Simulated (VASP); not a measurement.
# Si3C2 (Pm-3m) in VASP: notebook

Si3C2 is run at these levels: PBE; tasks: single point, relaxation of cell and atoms.

Everything below comes from runs of VASP 6.6.1. Logs are shortened: lines on timing, memory, paths and dates and some standing lists are left out, and cuts for length are marked.

### 1 The cell of the first run

Symmetry: Pm-3m, No. 221, cubic system. Conventional cell: a = 4.013 Å, b = 4.013 Å, c = 4.013 Å, α = 90.00°, β = 90.00°, γ = 90.00°. Si (site symmetry 4/mmm) has 2 C at 2.01 Å within 2.7 Å. C (site symmetry m-3m) has 12 Si at 2.84 Å and 8 C at 3.48 Å within 3.7 Å. C (site symmetry m-3m) has 6 Si at 2.01 Å within 2.7 Å.

The cell was built from a structure type or drawn by symmetry, and may not be a known phase.

### 2 Single point, PBE

INCAR

```
PREC = Accurate
ENCUT = 520
EDIFF = 1E-6
ISMEAR = 0
SIGMA = 0.1
LREAL = F
LASPH = T
NELM = 60
ALGO = Normal
ISIF = 2
LWAVE = F
LCHARG = F
GGA = PE
NBANDS = 18
```

KPOINTS

```
Automatic mesh
0
Gamma
  4 4 4
```

POSCAR

```
Si3C2
1.0
    4.0132555578      0.0000000000      0.0000000000
    0.0000000000      4.0132555578      0.0000000000
    0.0000000000      0.0000000000      4.0132555578
Si C
3 2
Direct
    0.5000000000      0.0000000000      0.0000000000
    0.0000000000      0.5000000000      0.0000000000
    0.0000000000      0.0000000000      0.5000000000
    0.5000000000      0.5000000000      0.5000000000
    0.0000000000      0.0000000000      0.0000000000
```

Potentials or basis: VASP PAW PBE potentials, release 64 (Si, C).

Command:

```bash
$ cat potpaw_PBE.64/Si/POTCAR potpaw_PBE.64/C/POTCAR > POTCAR
$ mpirun -np 1 vasp_std > vasp.out
```

OUTCAR:

```text
PREC = Accurate
   ENCUT = 520
   EDIFF = 1E-6
   ISMEAR = 0
   LREAL = F
   LASPH = T
   NELM = 60
   ISIF = 2
   GGA = PE

 ion  position               nearest neighbor table
   1  0.500  0.000  0.000-   5 2.01   5 2.01   2 2.84   3 2.84   2 2.84   2 2.84   3 2.84   3 2.84
                             3 2.84   2 2.84
   2  0.000  0.500  0.000-   5 2.01   5 2.01   1 2.84   3 2.84   1 2.84   3 2.84   3 2.84   3 2.84
                             1 2.84   1 2.84
   3  0.000  0.000  0.500-   5 2.01   5 2.01   1 2.84   1 2.84   2 2.84   2 2.84   2 2.84   2 2.84
                             1 2.84   1 2.84
   4  0.500  0.500  0.500-
   5  0.000  0.000  0.000-   1 2.01   2 2.01   3 2.01   3 2.01   2 2.01   1 2.01

  LATTYP: Found a simple cubic cell.
 ALAT       =     4.0132555578

  Lattice vectors:

 A1 = (   4.0132555578,   0.0000000000,   0.0000000000)
 A2 = (   0.0000000000,   4.0132555578,   0.0000000000)
 A3 = (   0.0000000000,   0.0000000000,   4.0132555578)

Analysis of symmetry for initial positions (statically):
=====================================================================
 Subroutine PRICEL returns:
 Original cell was already a primitive cell.

 Routine SETGRP: Setting up the symmetry group for a
 simple cubic supercell.

 Subroutine GETGRP returns: Found 48 space group operations
 (whereof 48 operations were pure point group operations)
 out of a pool of 48 trial point group operations.

The static configuration has the point symmetry O_h .

Analysis of symmetry for dynamics (positions and initial velocities):
=====================================================================
 Subroutine PRICEL returns:
 Original cell was already a primitive cell.

 Routine SETGRP: Setting up the symmetry group for a
 simple cubic supercell.

 Subroutine GETGRP returns: Found 48 space group operations
 (whereof 48 operations were pure point group operations)
 out of a pool of 48 trial point group operations.

The dynamic configuration has the point symmetry O_h .

 Subroutine INISYM returns: Found 48 space group operations
 (whereof 48 operations are pure point group operations),
 and found     1 'primitive' translations

----------------------------------------------------------------------------------------

                                     Primitive cell

  volume of cell :      64.6384

  direct lattice vectors                    reciprocal lattice vectors
     4.013255558  0.000000000  0.000000000     0.249174264  0.000000000  0.000000000
     0.000000000  4.013255558  0.000000000     0.000000000  0.249174264  0.000000000
     0.000000000  0.000000000  4.013255558     0.000000000  0.000000000  0.249174264

  length of vectors
     4.013255558  4.013255558  4.013255558     0.249174264  0.249174264  0.249174264

  position of ions in fractional coordinates (direct lattice)
     0.500000000  0.000000000  0.000000000
     0.000000000  0.500000000  0.000000000
     0.000000000  0.000000000  0.500000000
     0.500000000  0.500000000  0.500000000
     0.000000000  0.000000000  0.000000000

  ion indices of the primitive-cell ions
   primitive index   ion index
                 1           1
                 2           2
                 3           3
                 4           4
                 5           5

----------------------------------------------------------------------------------------

 KPOINTS: Automatic mesh

Automatic generation of k-mesh.
 Grid dimensions read from file:
 generate k-points for:    4    4    4

 Generating k-lattice:

  Cartesian coordinates                     Fractional coordinates (reciprocal lattice)
     0.062293566  0.000000000  0.000000000     0.250000000  0.000000000  0.000000000
     0.000000000  0.062293566  0.000000000     0.000000000  0.250000000  0.000000000
     0.000000000  0.000000000  0.062293566     0.000000000  0.000000000  0.250000000

  Length of vectors
     0.062293566  0.062293566  0.062293566

  Shift w.r.t. Gamma in fractional coordinates (k-lattice)
     0.000000000  0.000000000  0.000000000

 Subroutine IBZKPT returns following result:
 ===========================================

 Found     10 irreducible k-points:

 Following reciprocal coordinates:
            Coordinates               Weight
  0.000000  0.000000  0.000000      1.000000
  0.250000  0.000000  0.000000      6.000000
  0.500000  0.000000  0.000000      3.000000
  0.250000  0.250000  0.000000     12.000000
  0.500000  0.250000  0.000000     12.000000
  0.500000  0.500000  0.000000      3.000000
  0.250000  0.250000  0.250000      8.000000
  0.500000  0.250000  0.250000     12.000000
  0.500000  0.500000  0.250000      6.000000
  0.500000  0.500000  0.500000      1.000000
   k-points           NKPTS =     10   k-points in BZ     NKDIM =     10   number of bands    NBANDS=     18
   number of dos      NEDOS =    301   number of ions     NIONS =      5
   total plane-waves  NPLWV =  27000
[... 73 lines left out ...]
      1      -8.0221      2.00000
      2      -1.6862      2.00000
      3       0.6600      2.00000
      4       0.6600      2.00000
      5       0.6600      2.00000
      6       3.5460      2.00000
[... 10 lines left out ...]
     17      12.9197      0.00000
     18      13.4608      0.00000

 k-point     2 :       0.2500    0.0000    0.0000
  band No.  band energies     occupation
      1      -7.6777      2.00000
      2      -2.7219      2.00000
      3       0.2216      2.00000
      4       0.9188      2.00000
      5       0.9188      2.00000
      6       3.7369      2.00000
[... 10 lines left out ...]
     17      12.6843      0.00000
     18      13.3174      0.00000

 k-point     3 :       0.5000    0.0000    0.0000
  band No.  band energies     occupation
      1      -7.1945      2.00000
      2      -3.8759      2.00000
      3       0.6317      2.00000
      4       1.2434      2.00000
      5       1.2434      2.00000
      6       2.5134      2.00000
[... 10 lines left out ...]
     17      12.0796      0.00000
     18      13.1842      0.00000

 k-point     4 :       0.2500    0.2500    0.0000
  band No.  band energies     occupation
      1      -7.3492      2.00000
      2      -2.6934      2.00000
      3      -1.2421      2.00000
      4       0.6981      2.00000
      5       1.1520      2.00000
      6       3.3700      2.00000
[... 10 lines left out ...]
     17      13.9242      0.00000
     18      15.3752      0.00000

 k-point     5 :       0.5000    0.2500    0.0000
  band No.  band energies     occupation
      1      -6.9004      2.00000
      2      -3.4124      2.00000
      3      -0.9472      2.00000
      4      -0.3039      2.00000
      5       1.4346      2.00000
      6       3.6615      2.00000
[... 10 lines left out ...]
     17      13.6449      0.00000
     18      13.9069      0.00000

 k-point     6 :       0.5000    0.5000    0.0000
  band No.  band energies     occupation
      1      -6.5192      2.00000
      2      -2.2235      2.00000
      3      -2.2235      2.00000
      4      -1.9478      2.00000
      5       1.6553      2.00000
      6       4.5583      2.00000
[... 10 lines left out ...]
     17      13.1801      0.00000
     18      14.0479      0.00000

 k-point     7 :       0.2500    0.2500    0.2500
  band No.  band energies     occupation
      1      -7.0350      2.00000
      2      -2.5255      2.00000
      3      -0.9184      2.00000
      4      -0.9184      2.00000
      5       0.5934      2.00000
      6       4.5765      2.00000
[... 10 lines left out ...]
     17      13.1293      0.00000
     18      15.6207      0.00000

 k-point     8 :       0.5000    0.2500    0.2500
  band No.  band energies     occupation
      1      -6.6148      2.00000
      2      -2.9703      2.00000
      3      -0.7741      2.00000
      4      -0.5582      2.00000
      5      -0.4823      2.00000
      6       3.3483      2.00000
[... 10 lines left out ...]
     17      13.5947      0.00000
     18      13.9246      0.00000

 k-point     9 :       0.5000    0.5000    0.2500
  band No.  band energies     occupation
      1      -6.2482      2.00000
      2      -1.8854      2.00000
      3      -1.8854      2.00000
      4      -1.6472      2.00000
      5      -0.2241      2.00000
      6       3.6088      2.00000
[... 10 lines left out ...]
     17      13.4426      0.00000
     18      14.1804      0.00000

 k-point    10 :       0.5000    0.5000    0.5000
  band No.  band energies     occupation
      1      -5.9052      2.00000
      2      -1.4222      2.00000
      3      -1.4222      2.00000
      4      -1.4222      2.00000
      5      -1.2418      2.00000
      6       2.3591      2.00000
[... 10 lines left out ...]
     17      15.1615      0.00000
     18      15.9030      0.00000

------------------------ aborting loop because EDIFF is reached ----------------------------------------

  FORCE on cell =-STRESS in cart. coord.  units (eV):
  Direction    XX          YY          ZZ          XY          YZ          ZX
  --------------------------------------------------------------------------------------
  -------------------------------------------------------------------------------------
  Total       -0.0086401     -0.0086401     -0.0086401      0.0000000     -0.0000000     -0.0000000
  in kB       -0.2141612     -0.2141612     -0.2141612      0.0000000     -0.0000000     -0.0000000
  external PRESSURE =      -0.2141612 kB  Pullay stress =       0.0000000 kB

 VOLUME and BASIS-vectors are now :
 -----------------------------------------------------------------------------
  energy-cutoff  :      520.00
  volume of cell :       64.64
      direct lattice vectors                 reciprocal lattice vectors
     4.013255558  0.000000000  0.000000000     0.249174264  0.000000000  0.000000000
     0.000000000  4.013255558  0.000000000     0.000000000  0.249174264  0.000000000
     0.000000000  0.000000000  4.013255558     0.000000000  0.000000000  0.249174264

 POSITION                                       TOTAL-FORCE (eV/Angst)
 -----------------------------------------------------------------------------------
      2.00663      0.00000      0.00000         0.000000      0.000000      0.000000
      0.00000      2.00663      0.00000         0.000000      0.000000      0.000000
      0.00000      0.00000      2.00663         0.000000      0.000000      0.000000
      2.00663      2.00663      2.00663         0.000000      0.000000      0.000000
      0.00000      0.00000      0.00000         0.000000      0.000000      0.000000
 -----------------------------------------------------------------------------------
    total drift:                                0.000000      0.000000      0.000000

  FREE ENERGIE OF THE ION-ELECTRON SYSTEM (eV)
  ---------------------------------------------------
  free  energy   TOTEN  =       -25.4965765883 eV

  energy  without entropy=      -25.4716141479  energy(sigma->0) =      -25.48409537
```

Run time: 8.5 s. Hardware: 1 thread of Intel Xeon Platinum 8488C (Sapphire Rapids), shared host; peak memory 0.15 GiB.

What came out:

- Free energy: -25.4966 eV
- Pressure: 0.0 GPa
- Band gap on the k mesh: zero (bands 10 and 11 overlap by 3.54 eV)

Caveat: the k points lie up to 0.39 Å⁻¹ apart, too coarse for converged energies and pressures of a metal.

### 3 Relaxation of cell and atoms, PBE

This run uses another cell than the first one, of 14.29 Å³/atom.

INCAR

```
PREC     = Accurate       # precision mode
ENCUT    = 600            # plane-wave cutoff, eV
EDIFF    = 1E-6           # SCF threshold, eV
ISMEAR   = 0              # smearing method
SIGMA    = 0.1            # smearing width, eV
LREAL    = F              # projectors in reciprocal space
LASPH    = T              # aspherical terms in the spheres
NELM     = 100            # most SCF steps
ALGO     = Normal         # electronic algorithm
ISIF     = 3              # what is computed and relaxed
LWAVE    = F              # write WAVECAR
LCHARG   = F              # write CHGCAR
GGA      = PE             # functional
IBRION   = 2              # ionic algorithm
NSW      = 90             # ionic steps
EDIFFG   = -0.04          # ionic threshold
```

KPOINTS

```
regular mesh
0
Gamma
  4 4 4
```

POSCAR: that of step 2 with these lines changed.

```diff
@@ -2,5 +2,5 @@
 1.0
-    4.0132555578      0.0000000000      0.0000000000
-    0.0000000000      4.0132555578      0.0000000000
-    0.0000000000      0.0000000000      4.0132555578
+    4.1499986700      0.0000000000      0.0000000000
+    0.0000000000      4.1499986700      0.0000000000
+    0.0000000000      0.0000000000      4.1499986700
 Si C
```

Potentials or basis: VASP PAW PBE potentials, release 64 (Si, C).

Command:

```bash
$ cat potpaw_PBE.64/Si/POTCAR potpaw_PBE.64/C/POTCAR > POTCAR
$ mpirun -np 1 vasp_std > vasp.out
```

Wall time 21 s (1 thread of Intel Xeon Platinum 8488C (Sapphire Rapids), shared host); peak memory 0.2 GiB.

It converged, with:

```yaml
Free_energy: -25.5015 eV
Relaxed_volume: 12.91 Å³/atom
Relaxed_cell: a = 4.011 Å, b = 4.011 Å, c = 4.011 Å, α = 90.00°, β = 90.00°, γ = 90.00°
Space_group_after_relaxing_to_0.1_Å: Pm-3m (No. 221)
Energy_gained_by_relaxing: 40.5 meV/atom
Ionic_steps: 3
Pressure_after_relaxing: 0.1 GPa
Band_gap_on_the_k_mesh: zero (bands 10 and 11 overlap by 3.55 eV)
```

Step by step:
```tsv
step	energy change (eV)	largest force (eV/Å)	pressure (GPa)	volume (Å³)
1	0.0000	0.0000	-8.73	71.47
2	-0.1989	0.0000	1.35	63.72
3	-0.2025	0.0000	0.07	64.54
```

Final structure:
```xyz
5
Lattice="4.0112 0.0000 0.0000 0.0000 4.0112 0.0000 0.0000 0.0000 4.0112" Properties=species:S:1:pos:R:3 pbc="T T T"
Si    2.0056    0.0000    0.0000
Si    0.0000    2.0056    0.0000
Si    0.0000    0.0000    2.0056
C     2.0056    2.0056    2.0056
C     0.0000    0.0000    0.0000
```

Levels at points of the mesh, in eV from the Fermi level:
| k point | band 8 | band 9 | band 10 | band 11 | band 12 | band 13 |
| --- | --- | --- | --- | --- | --- | --- |
| (0.00, 0.00, 0.00) | -1.89 | -1.02 | -1.02 | -1.02 | 3.39 | 3.39 |
| (0.50, 0.00, 0.00) | -2.42 | -2.42 | 0.09 | 2.01 | 2.29 | 2.99 |
| (0.50, 0.50, 0.00) | -1.93 | -1.85 | -0.99 | 0.03 | 0.03 | 3.37 |
| (0.50, 0.50, 0.50) | -5.43 | 2.53 | 2.53 | 2.53 | 3.44 | 3.44 |

Caveat: the k points lie up to 0.39 Å⁻¹ apart in the final cell, too coarse for converged energies and pressures of a metal.

### 4 Single point, PBE

This run uses another cell than the first one, of 12.50 Å³/atom.

INCAR

```
SYSTEM = Si3C2
PREC = Accurate
ENCUT = 520
EDIFF = 1E-6
ISMEAR = 0
SIGMA = 0.1
LREAL = .False.
LASPH = .True.
NELM = 60
ALGO = Normal
ISIF = 2
LWAVE = .False.
LCHARG = .False.
GGA = PE
NBANDS = 18
```

KPOINTS

```
regular mesh
0
Gamma
  10 10 10
  0 0 0
```

POSCAR: that of step 3 with these lines changed.

```diff
@@ -2,5 +2,5 @@
 1.0
-    4.1499986700      0.0000000000      0.0000000000
-    0.0000000000      4.1499986700      0.0000000000
-    0.0000000000      0.0000000000      4.1499986700
+    3.9688776967      0.0000000000      0.0000000000
+    0.0000000000      3.9688776967      0.0000000000
+    0.0000000000      0.0000000000      3.9688776967
 Si C
```

Command:

```bash
$ cat potpaw_PBE.64/Si/POTCAR potpaw_PBE.64/C/POTCAR > POTCAR
$ mpirun -np 1 vasp_std > vasp.out
```

Run time: 31 s. Hardware: 1 thread of Intel Xeon Platinum 8488C (Sapphire Rapids), shared host; peak memory 0.19 GiB.

Results (log left out):

| Item | Value |
| --- | --- |
| Free energy | -25.5324 eV |
| Pressure | 0.0 GPa |
| Band gap on the k mesh | zero (bands 10 and 11 overlap by 3.48 eV) |

Levels at points of the mesh, in eV from the Fermi level:
```
           k point  band 7  band 8  band 9  band 10  band 11  band 12  band 13  band 14
(0.00, 0.00, 0.00)   -4.47   -1.95   -1.23    -1.23    -1.23     3.23     3.23     3.23
(0.50, 0.00, 0.00)   -3.51   -2.69   -2.69    -0.20     1.76     2.31     2.81     2.81
(0.50, 0.50, 0.00)   -2.24   -2.24   -2.05    -1.14    -0.27    -0.27     3.23     3.23
(0.50, 0.50, 0.50)   -5.81   -5.81    2.26     2.26     2.26     3.45     3.45     3.45
```

### 5 Relaxation of cell and atoms, PBE

INCAR

```
PREC = Accurate
ENCUT = 600
EDIFF = 1E-6
ISMEAR = 0
SIGMA = 0.1
LREAL = False
LASPH = True
NELM = 80
ALGO = Normal
ISIF = 3
LWAVE = False
LCHARG = False
GGA = PE
IBRION = 2
NSW = 100
EDIFFG = -0.01
```

KPOINTS

```
Automatic mesh
0
Gamma
  10 10 10
```

POSCAR: that of step 4 with these lines changed.

```diff
@@ -2,5 +2,5 @@
 1.0
-    3.9688776967      0.0000000000      0.0000000000
-    0.0000000000      3.9688776967      0.0000000000
-    0.0000000000      0.0000000000      3.9688776967
+    4.0132555578      0.0000000000      0.0000000000
+    0.0000000000      4.0132555578      0.0000000000
+    0.0000000000      0.0000000000      4.0132555578
 Si C
```

Command:

```bash
$ cat potpaw_PBE.64/Si/POTCAR potpaw_PBE.64/C/POTCAR > POTCAR
$ mpirun -np 1 vasp_std > vasp.out
```

Wall time 44 s (1 thread of Intel Xeon Platinum 8488C (Sapphire Rapids), shared host); peak memory 0.2 GiB.

The run converged. Its results:

```yaml
Free_energy: -25.5349 eV
Relaxed_volume: 12.50 Å³/atom
Relaxed_cell: a = 3.968 Å, b = 3.968 Å, c = 3.968 Å, α = 90.00°, β = 90.00°, γ = 90.00°
Space_group_after_relaxing_to_0.1_Å: Pm-3m (No. 221)
Energy_gained_by_relaxing: 4.6 meV/atom
Ionic_steps: 3
Pressure_after_relaxing: 0.0 GPa
Band_gap_on_the_k_mesh: zero (bands 10 and 11 overlap by 3.48 eV)
```

Step by step:
```tsv
step	energy change (eV)	largest force (eV/Å)	pressure (GPa)	volume (Å³)
1	0.0000	0.0000	-3.35	64.64
2	-0.0225	0.0000	0.62	62.14
3	-0.0231	0.0000	0.00	62.49
```

Final structure:
```xyz
5
Lattice="3.9684 0.0000 0.0000 0.0000 3.9684 0.0000 0.0000 0.0000 3.9684" Properties=species:S:1:pos:R:3 pbc="T T T"
Si    1.9842    0.0000    0.0000
Si    0.0000    1.9842    0.0000
Si    0.0000    0.0000    1.9842
C     1.9842    1.9842    1.9842
C     0.0000    0.0000    0.0000
```

Levels at points of the mesh, in eV from the Fermi level:
| k point | band 7 | band 8 | band 9 | band 10 | band 11 | band 12 | band 13 | band 14 |
| --- | --- | --- | --- | --- | --- | --- | --- | --- |
| (0.00, 0.00, 0.00) | -4.47 | -1.95 | -1.23 | -1.23 | -1.23 | 3.24 | 3.24 | 3.24 |
| (0.50, 0.00, 0.00) | -3.51 | -2.69 | -2.69 | -0.20 | 1.76 | 2.31 | 2.81 | 2.81 |
| (0.50, 0.50, 0.00) | -2.24 | -2.24 | -2.05 | -1.15 | -0.27 | -0.27 | 3.23 | 3.23 |
| (0.50, 0.50, 0.50) | -5.82 | -5.82 | 2.26 | 2.26 | 2.26 | 3.45 | 3.45 | 3.45 |

### 6 Summary

| task | cell | k mesh | cutoff (eV) | gap on the mesh (eV) | pressure (GPa) | relaxed volume (Å³/atom) |
| --- | --- | --- | --- | --- | --- | --- |
| single point | a = 4.013 Å, 5 atoms | 4 × 4 × 4 | 520 | none | 0.0 | - |
| relaxation of cell and atoms | relaxed from a = 4.150 Å, 5 atoms | 4 × 4 × 4 | 600 | none | 0.1 | 12.91 |
| single point | a = 3.969 Å, 5 atoms | 10 × 10 × 10 | 520 | none | 0.0 | - |
| relaxation of cell and atoms | relaxed from a = 4.013 Å, 5 atoms | 10 × 10 × 10 | 600 | none | 0.0 | 12.50 |

Alike in all rows: level PBE; potentials or basis VASP PAW PBE potentials, release 64 (Si, C); no spin polarisation; smearing gaussian 0.1 eV.

Caveats: some runs use coarse meshes.

Total energies depend on the potentials used, so only differences within one code and one set of settings carry meaning.
